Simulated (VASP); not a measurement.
Wanted: the native input for a VASP 6.6.1 run.

```
Task                   : single point
Functional             : PBE
Potentials or basis    : VASP PAW PBE potentials, release 64 (Si, Ni)
Cutoff                 : 520 eV
k mesh                 : 16 × 14 × 10
Occupations            : gaussian, width 0.15 eV
Spin                   : no spin polarisation
Dipole correction      : no
Further INCAR settings : ALGO = Normal; EDIFF = 1e-06; NBANDS = 22
```

The structure of SiNi lies in POSCAR:

```
SiNi
1.0
    3.0552835660      0.0000000000      0.0000000000
    0.0000000000      3.2583147222      0.0000000000
    0.0000000000      0.0000000000      4.7093899546
Si Ni
2 2
Direct
    0.5000000000      0.5000000000      0.8431827244
    0.0000000000      0.0000000000      0.1568172756
    0.5000000000      0.5000000000      0.4060084950
    0.0000000000      0.0000000000      0.6576940233
```

This cell differs from its parent crystal: atom 3 (Ni) moved by (+0.000, +0.300) A along x and z.

These files were run (other wordings do the same):

INCAR

```
  PREC = Accurate
  ENCUT = 520
  EDIFF = 1E-6
  ISMEAR = 0
  SIGMA = 0.15
  LREAL = F
  LASPH = T
  NELM = 100
  ALGO = Normal
  ISIF = 2
  LWAVE = F
  LCHARG = F
  GGA = PE
  NBANDS = 22
```

KPOINTS

```
Automatic mesh
0
Gamma
  16 14 10
```

Potentials or basis: VASP PAW PBE potentials, release 64 (Si, Ni).

Launch:

```sh
$ cat potpaw_PBE.64/Si/POTCAR potpaw_PBE.64/Ni/POTCAR > POTCAR
$ mpirun -np 1 vasp_std > vasp.out
```

Results of the run:

The pressure is 3.7 GPa, the largest force is 3.927 eV/Å and the band gap on the k mesh is zero (bands 14 and 15 overlap by 2.63 eV).

Caveat: the cell differs from its parent crystal (atom 3 (Ni) moved by (+0.000, +0.300) A along x and z); the cell stands under pressure; forces of over 1 eV/Å act on the atoms, so gaps and moduli don't describe the material at rest.

Wall time 7.2 min on 1 thread of Intel Xeon 8259CL, on a shared host, peak memory 0.46 GiB.
